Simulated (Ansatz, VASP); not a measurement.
**Two plane-wave programs on NiO**

INCAR

```
ALGO     = Normal         # electronic algorithm
EDIFF    = 1E-6           # SCF threshold, eV
EDIFFG   = -0.01          # ionic threshold
ENCUT    = 600            # plane-wave cutoff, eV
GGA      = PS             # functional
IBRION   = 2              # ionic algorithm
ISIF     = 3              # what is computed and relaxed
ISMEAR   = 0              # smearing method
LASPH    = True           # aspherical terms in the spheres
LCHARG   = False          # write CHGCAR
LREAL    = False          # projectors in reciprocal space
LWAVE    = False          # write WAVECAR
NELM     = 80             # most SCF steps
NSW      = 80             # ionic steps
PREC     = Accurate       # precision mode
SIGMA    = 0.1            # smearing width, eV
```

The input KPOINTS:

```
k-points
0
Gamma
  6 6 12
```

POSCAR

```
NiO
1.0
    5.5517791848      0.0000000000      0.0000000000
    0.0000000000      5.5517791848      0.0000000000
    0.0000000000      0.0000000000      2.7968647787
Ni O
4 4
Direct
    0.1462130680      0.1462130680      0.5000000000
    0.8537869320      0.8537869320      0.5000000000
    0.6462130680      0.3537869320      0.0000000000
    0.3537869320      0.6462130680      0.0000000000
    0.8044912604      0.1955087396      0.5000000000
    0.1955087396      0.8044912604      0.5000000000
    0.6955087396      0.6955087396      0.0000000000
    0.3044912604      0.3044912604      0.0000000000
```

Input for Ansatz:

```yaml
crystal:
  lattice:
    - [5.5517791848, 0.0, 0.0]
    - [0.0, 5.5517791848, 0.0]
    - [0.0, 0.0, 2.7968647787]
  atoms:
    - { symbol: Ni, position: [0.146213068, 0.146213068, 0.5] }
    - { symbol: Ni, position: [0.853786932, 0.853786932, 0.5] }
    - { symbol: Ni, position: [0.646213068, 0.353786932, 0.0] }
    - { symbol: Ni, position: [0.353786932, 0.646213068, 0.0] }
    - { symbol: O, position: [0.8044912604, 0.1955087396, 0.5] }
    - { symbol: O, position: [0.1955087396, 0.8044912604, 0.5] }
    - { symbol: O, position: [0.6955087396, 0.6955087396, 0.0] }
    - { symbol: O, position: [0.3044912604, 0.3044912604, 0.0] }
basis:
  ecutwfc: 420
kpoints:
  mp_grid: { grid: [6, 6, 12] }
hamiltonian:
  xc: pbesol
scf:
  occupations: { method: gaussian, width: 0.1 }
output:
  forces: true
  stress: true
  eigenvalues: true
relax:
  adjacent_minimum: "off"
  f_tol: 0.01
  max_steps: 60
  cell: { stress_tol: 0.1 }
```

Alike in both runs: task relaxation of cell and atoms; functional PBEsol; k mesh 6 × 6 × 12; occupations gaussian, width 0.1 eV; no spin polarisation.

|  | VASP | Ansatz |
| --- | --- | --- |
| version | VASP 6.6.1 | Ansatz 0.2.0 |
| potentials or method | VASP PAW PBE potentials, release 64 (Ni, O), cutoff 600 eV | scalar-relativistic, plane waves, PAW |
| valence electrons in the cell | 64 | 96 |

```csv
,VASP,Ansatz,Ansatz less VASP
"gap on the k mesh at the Fermi level, each at its own relaxed structure (eV)",none,none,-
relaxed volume (Å³/atom),10.80,10.79,-0.014
relaxed length of the cell vector where the two differ most in proportion (Å),2.827,2.822,-0.0055
```

VASP's potentials were made for PBE, not for PBEsol. A gap of «none» marks a metal or a gap that the smearing closes. VASP's potentials hold 64 valence electrons a cell and Ansatz's 96, so a difference there can come from the potentials and not from the codes.
